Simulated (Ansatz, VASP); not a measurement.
**One calculation of AlInAsP3, two programs**

Contents of INCAR:

```
SYSTEM = AlInAsP3
  ALGO = Normal
  EDIFF = 1E-7
  EDIFFG = -0.04
  ENCUT = 500
  GGA = PE
  GGA_COMPAT = .FALSE.
  IBRION = 2
  ISIF = 3
  ISMEAR = 0
  LASPH = .TRUE.
  LCHARG = .FALSE.
  LREAL = .FALSE.
  LWAVE = .FALSE.
  NELM = 120
  NELMIN = 4
  NSW = 90
  PREC = Accurate
  SIGMA = 0.1
```

The input KPOINTS:

```
k-points
0
G
  3 3 4
  0 0 0
```

POSCAR

```
AlInAsP3
1.0
    5.8482433200      0.0000000000      0.0000000000
   -2.9241216600      5.0647272800      0.0000000000
    0.0000000000      0.0000000000      4.2998960100
Al In P As
1 1 3 1
Direct
    0.6666666700      0.3333333300      0.0000000000
    0.0000000000      0.0000000000      0.0000000000
    0.6650506700      0.8325253300      0.5000000000
    0.1674746700      0.8325253300      0.5000000000
    0.1674746700      0.3349493300      0.5000000000
    0.3333333300      0.6666666700      0.0000000000
```

Input for Ansatz:

```yaml
crystal:
  lattice:
    - [5.84824332, 0.0, 0.0]
    - [-2.92412166, 5.06472728, 0.0]
    - [0.0, 0.0, 4.29989601]
  atoms:
    - { symbol: Al, position: [0.66666667, 0.33333333, 0.0] }
    - { symbol: In, position: [0.0, 0.0, 0.0] }
    - { symbol: P, position: [0.66505067, 0.83252533, 0.5] }
    - { symbol: P, position: [0.16747467, 0.83252533, 0.5] }
    - { symbol: P, position: [0.16747467, 0.33494933, 0.5] }
    - { symbol: As, position: [0.33333333, 0.66666667, 0.0] }
basis:
  ecutwfc: 420
kpoints:
  mp_grid: { grid: [3, 3, 4] }
hamiltonian:
  xc: pbe
scf:
  occupations: { method: gaussian, width: 0.1 }
  lower_state_search: "off"
output:
  forces: true
  stress: true
  eigenvalues: true
relax:
  adjacent_minimum: "off"
  f_tol: 0.04
  max_steps: 70
  cell: { stress_tol: 0.4 }
```

Change from the starting cell: species swapped into the LaAlCuNi3 type (P-6m2, No. 187).

Alike in both runs: task relaxation of cell and atoms; functional PBE; k mesh 3 × 3 × 4; occupations gaussian, width 0.1 eV; no spin polarisation.

```csv
,VASP,Ansatz
version,VASP 6.6.1,Ansatz 0.2.0
potentials or method,"VASP PAW PBE potentials, release 64 (Al, In_d, P, As), cutoff 500 eV","scalar-relativistic, plane waves, PAW"
valence electrons in the cell,36,46
```

```csv
,VASP,Ansatz,Ansatz less VASP
"gap on the k mesh at the Fermi level, each at its own relaxed structure (eV)",none,none,-
relaxed volume (Å³/atom),22.93,22.89,-0.042
relaxed cell length with the largest relative difference (Å),5.546,5.539,-0.0064
```

A gap of «none» marks a metal or a gap that the smearing closes. VASP's potentials hold 36 valence electrons a cell and Ansatz's 46, so a difference there can come from the potentials and not from the codes.

The k mesh is coarse, so the values compare programs but aren't converged.
